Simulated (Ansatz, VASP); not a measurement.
# P: VASP beside Ansatz

```
CELL_PARAMETERS angstrom
3.46680 0.00000 0.00000
-1.73340 3.00233 0.00000
0.00000 0.00000 5.10840
ATOMIC_POSITIONS crystal
P 0.33333 0.66667 0.00000
P 0.00000 0.00000 0.29151
P 0.00000 0.00000 0.70849
```

Alike in both runs: functional PBE; k mesh 18 × 18 × 10; occupations gaussian, width 0.1 eV; no spin polarisation.

Ansatz relaxed the structure, and its values are those at the end. VASP's run is a single point on that final structure, the one shown.

```csv
,VASP,Ansatz
version,VASP 6.6.1,Ansatz 0.2.0
potentials or method,"VASP PAW PBE potentials, release 64 (P), cutoff 520 eV","scalar-relativistic, plane waves, PAW"
valence electrons in the cell,15,15
```

|  | VASP | Ansatz | Ansatz less VASP |
| --- | --- | --- | --- |
| gap on the k mesh at the Fermi level (eV) | none | none | - |
| pressure (GPa) | -0.2 | 0.0 | +0.19 |
| rms of the force components (eV/Å) | 0.014 | 0.000 | -0.0139 |

A gap of «none» marks a metal or a gap that the smearing closes. The functional is the same, so the differences come from potentials, cutoffs and numerics.
